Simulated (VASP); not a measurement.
# Cr: single point with revPBE

Crystal: Cr.

```
CELL_PARAMETERS angstrom
4.56403 0.00000 0.00000
0.00000 4.56403 0.00000
0.00000 0.00000 4.56403
ATOMIC_POSITIONS crystal
Cr 0.00000 0.00000 0.00000
Cr 0.50000 0.50000 0.50000
Cr 0.25000 0.00000 0.50000
Cr 0.75000 0.00000 0.50000
Cr 0.50000 0.25000 0.00000
Cr 0.50000 0.75000 0.00000
Cr 0.00000 0.50000 0.25000
Cr 0.00000 0.50000 0.75000
```

```
Program             : VASP 6.6.1
Task                : single point
Functional          : revPBE
Potentials or basis : VASP PAW PBE potentials, release 64 (Cr_pv)
Cutoff              : 520 eV
k mesh              : 8 × 8 × 8
Occupations         : fermi-dirac, width 0.05 eV
Spin                : collinear spin, ferromagnetic start
Starting moments    : [1.5, 1.5, 1.5, 1.5, 1.5, 1.5, 1.5, 1.5] μB
```

* Pressure: -0.5 GPa
* Band gap on the k mesh: zero (filled and empty bands overlap)
* Net moment: 0.00 μB per cell
* Valence electrons inside the program's atomic spheres: Cr 11.05, 11.02 (each value once)

Levels at points of the mesh, in eV from the Fermi level:
Spin up:
```
           k point  band 45  band 46  band 47  band 48  band 49  band 50  band 51  band 52
(0.00, 0.00, 0.00)    -1.03    -1.03    -0.29    -0.29    -0.29     0.81     0.81     0.81
(0.50, 0.00, 0.00)    -0.77    -0.77    -0.61    -0.61     0.33     0.33     0.36     0.36
(0.50, 0.50, 0.00)    -0.77    -0.51    -0.51     0.07     0.07     0.07     0.23     0.61
(0.50, 0.50, 0.50)    -0.96    -0.96    -0.96    -0.96     0.70     0.70     0.70     0.70
```
Spin down:
```
           k point  band 46  band 47  band 48  band 49  band 50  band 51
(0.00, 0.00, 0.00)    -1.03    -0.29    -0.29    -0.29     0.81     0.81
(0.50, 0.00, 0.00)    -0.77    -0.61    -0.61     0.33     0.33     0.36
(0.50, 0.50, 0.00)    -0.51    -0.51     0.07     0.07     0.07     0.23
(0.50, 0.50, 0.50)    -0.96    -0.96    -0.96     0.70     0.70     0.70
```

Wall time 12 min on 1 thread of Oxide Virtual Turin-like Processor, on a shared host, peak memory 0.37 GiB.

Caveat: the moments typed at the start vanished in this run; the PAW data sets were made with another functional, which shifts forces and pressure a little.
